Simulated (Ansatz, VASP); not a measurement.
**Zn4HO4 in VASP and in Ansatz**

```xyz
9
Lattice="5.5148 0.0000 0.0000 0.0000 5.5148 0.0000 0.0000 0.0000 3.2430" Properties=species:S:1:pos:R:3 pbc="T T T"
Zn    1.0041    1.0041    1.6215
Zn    4.5108    4.5108    1.6215
Zn    3.7615    1.7533    0.0000
Zn    1.7533    3.7615    0.0000
O     4.5111    1.0037    1.6215
O     1.0037    4.5111    1.6215
O     3.7611    3.7611    0.0000
O     1.7537    1.7537    0.0000
H     5.5150   -1.2022    1.2972
```

Alike in both runs: task single point; functional PBEsol; k mesh 4 × 4 × 8; occupations gaussian, width 0.05 eV; no spin polarisation.

|  | VASP | Ansatz |
| --- | --- | --- |
| version | VASP 6.6.1 | Ansatz 0.2.0 |
| potentials or method | VASP PAW PBE potentials, release 64 (Zn, O, H), cutoff 520 eV | scalar-relativistic, plane waves, PAW |
| valence electrons in the cell | 73 | 73 |

```csv
,VASP,Ansatz,Ansatz less VASP
gap on the k mesh at the Fermi level (eV),none,none,-
pressure (GPa),21.5,20.0,-1.43
"traceless stress, the component that is largest in VASP (GPa)",22.31,21.38,-0.929
rms of the force components (eV/Å),5.479,5.297,-0.1824
```

VASP's potentials were made for PBE, not for PBEsol, and Ansatz warns of the same on its side. Atom by atom the forces differ by 0.189 eV/Å (rms over components). A gap of «none» marks a metal or a gap that the smearing closes. The functional is the same, so the differences come from potentials, cutoffs and numerics.
